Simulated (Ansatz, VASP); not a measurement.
## One calculation of SnTe, two programs

```xyz
2
Lattice="0.0000 3.1894 3.1894 3.1894 0.0000 3.1894 3.1894 3.1894 0.0000" Properties=species:S:1:pos:R:3 pbc="T T T"
Sn    0.0000    0.0000    0.0000
Te    3.1894    3.1894    3.1894
```

Alike in both runs: task single point; functional HSE06; k mesh 4 × 4 × 4; occupations fermi-dirac, width 0.02 eV; no spin polarisation.

```csv
,VASP,Ansatz
version,VASP 6.6.1,Ansatz 0.2.0
potentials or method,"VASP PAW PBE potentials, release 64 (Sn_d, Te)","plane waves, PAW"
plane-wave cutoff (eV),520,420
valence electrons in the cell,20,30
```

|  | VASP | Ansatz | Ansatz less VASP |
| --- | --- | --- | --- |
| pressure (GPa) | -0.5 | -0.3 | +0.21 |

The functional is the same, so the differences come from potentials, cutoffs and numerics. VASP's potentials hold 20 valence electrons a cell and Ansatz's 30, so a difference there can come from the potentials and not from the codes. Ansatz's warnings: stress exchange threshold loose, stress scf threshold loose.

The k mesh is coarse, so the values compare programs but aren't converged. Neither program's run includes spin-orbit coupling.
